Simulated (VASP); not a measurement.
Wanted: the native input for a VASP 6.6.1 run.

| Property | Result |
| --- | --- |
| Task | single point |
| Functional | PBE |
| Potentials or basis | VASP PAW PBE potentials, release 64 (Pb_d, S, C, O) |
| Cutoff | 520 eV |
| k mesh | 3 × 3 × 1 |
| Occupations | gaussian, width 0.05 eV |
| Spin | no spin polarisation |
| Dipole correction | yes |
| Further INCAR settings | LREAL = Auto; ALGO = Normal; EDIFF = 1e-06; NBANDS = 100 |

The structure of Pb8CS8O lies in POSCAR:

```
Pb8CS8O
1.0
    8.4980431765      0.0000000000      0.0000000000
    0.0000000000      8.4980431765      0.0000000000
    0.0000000000      0.0000000000     20.7166259994
Pb S C O
8 8 1 1
Direct
    0.2500000000      0.2500000000      0.1930816341
    0.2500000000      0.7500000000      0.1930816341
    0.7500000000      0.2500000000      0.1930816341
    0.7500000000      0.7500000000      0.1930816341
    0.0000000000      0.0000000000      0.3242142808
    0.0000000000      0.5000000000      0.3242142808
    0.5000000000      0.0000000000      0.3242142808
    0.5000000000      0.5000000000      0.3242142808
    0.0000000000      0.0000000000      0.1930816341
    0.0000000000      0.5000000000      0.1930816341
    0.5000000000      0.0000000000      0.1930816341
    0.5000000000      0.5000000000      0.1930816341
    0.2500000000      0.2500000000      0.3230985962
    0.2500000000      0.7500000000      0.3230985962
    0.7500000000      0.2500000000      0.3230985962
    0.7500000000      0.7500000000      0.3230985962
    0.6829257350      0.0000000000      0.4091701998
    0.8170742650      0.0000000000      0.4091701998
```

One way to write it, as run:

INCAR

```
SYSTEM = Pb8CS8O
ALGO     = Normal         ! electronic algorithm
DIPOL    = 0.5 0.5 0.275
EDIFF    = 1E-6           ! SCF threshold, eV
ENCUT    = 520            ! plane-wave cutoff, eV
GGA      = PE             ! functional
IDIPOL   = 3            
ISIF     = 2              ! what is computed and relaxed
ISMEAR   = 0              ! smearing method
LASPH    = .True.         ! aspherical terms in the spheres
LCHARG   = .True.         ! write CHGCAR
LDIPOL   = .True.       
LELF     = .True.         ! ELF
LREAL    = Auto         
LVACPOTAV= .True.       
LVHAR    = .True.       
LWAVE    = .False.        ! write WAVECAR
NBANDS   = 100            ! bands
NELM     = 80             ! most SCF steps
PREC     = Accurate       ! precision mode
SIGMA    = 0.05           ! smearing width, eV
```

KPOINTS

```
k-points
0
Gamma
  3 3 1
  0 0 0
```

Potentials or basis: VASP PAW PBE potentials, release 64 (Pb_d, S, C, O).

Command:

```console
$ cat potpaw_PBE.64/Pb_d/POTCAR potpaw_PBE.64/S/POTCAR potpaw_PBE.64/C/POTCAR potpaw_PBE.64/O/POTCAR > POTCAR
$ mpirun -np 1 vasp_std > vasp.out
```

Results of the run:

The largest force is 3.010 eV/Å. The band gap on the k mesh is 1.45 eV.

Caveat: spin-orbit coupling is left out, which moves the levels of the heavy elements.

Wall time 49 min on 1 thread of Intel Xeon 8259CL, with other jobs on the host, peak memory 1.4 GiB.
